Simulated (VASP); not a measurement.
**BN: single point with r2SCAN**

The system is BN.

```
B N
1.0
     2.55000    0.00000    0.00000
    -1.27500    2.20836    0.00000
     0.00000    0.00000    4.21000
B N
2 2
Direct
  0.33333 0.66667 0.00000
  0.66667 0.33333 0.50000
  0.33333 0.66667 0.37400
  0.66667 0.33333 0.87400
```

| Property | Result |
| --- | --- |
| Program | VASP 6.6.1 |
| Task | single point |
| Functional | r2SCAN |
| Potentials or basis | VASP PAW PBE potentials, release 64 (B_h, N_h) |
| Cutoff | 1460 eV |
| k mesh | 9 × 9 × 4 |
| Occupations | gaussian, width 0.1 eV |
| Spin | no spin polarisation |
| Dipole correction | no |
| Further INCAR settings | ALGO = Normal; EDIFF = 1e-06; NBANDS = 16 |

```
Pressure               : -2.6 GPa
Largest force          : 0.062 eV/Å
Band gap on the k mesh : 5.71 eV (least direct gap 8.93 eV)
```

Forces on the atoms (eV/Å):
```
B    0.000  0.000 -0.062
B    0.000  0.000 -0.062
N    0.000  0.000  0.062
N    0.000  0.000  0.062
```

Stress tensor (GPa, compression positive):
```
-3.18  0.00  0.00
 0.00 -3.18  0.00
 0.00  0.00 -1.37
```

Levels at points of the mesh, in eV from the valence-band top:
```tsv
k point	band 4	band 5	band 6	band 7	band 8	band 9	band 10	band 11	band 12	band 13
(0.00, 0.00, 0.00)	-2.22	-2.22	-0.30	0.00	0.00	9.04	9.04	9.37	10.10	11.43
(0.00, 0.00, 0.50)	-5.94	-1.23	-1.23	-1.23	-1.23	10.17	10.17	10.65	10.65	10.65
```

Wall time 2.6 min on 1 thread of AMD EPYC 7R13 Processor (Zen 3), with other jobs on the host, peak memory 0.22 GiB.

Caveat: the PAW data sets were made with another functional, which shifts forces and pressure a little. A k mesh can miss the band edges.
